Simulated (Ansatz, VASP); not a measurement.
**Two plane-wave programs on TaH5**

```
Ta H
1.0
     3.16983    0.00000    0.00000
     0.00000    3.16983    0.00000
     0.00000    0.00000    3.04645
Ta H
1 5
Direct
  0.00000 0.00000 0.00000
  0.78648 0.50000 0.50000
  0.21352 0.50000 0.50000
  0.50000 0.78648 0.50000
  0.50000 0.21352 0.50000
  0.50000 0.50000 0.00000
```

Alike in both runs: functional PBE; k mesh 12 × 12 × 12; occupations gaussian, width 0.1 eV; no spin polarisation.

Ansatz relaxed the structure, and its values are those at the end. VASP's run is a single point on that final structure, the one shown.

```csv
,VASP,Ansatz
version,VASP 6.6.1,Ansatz 0.2.0
potentials or method,"VASP PAW PBE potentials, release 64 (Ta_pv, H), cutoff 520 eV","scalar-relativistic, plane waves, PAW"
valence electrons in the cell,16,18
```

|  | VASP | Ansatz | Ansatz less VASP |
| --- | --- | --- | --- |
| gap on the k mesh at the Fermi level (eV) | none | none | - |
| pressure (GPa) | -0.1 | 0.0 | +0.08 |

A gap of «none» marks a metal or a gap that the smearing closes. VASP's potentials hold 16 valence electrons a cell and Ansatz's 18, so a difference there can come from the potentials and not from the codes.

Spin-orbit coupling is off throughout.
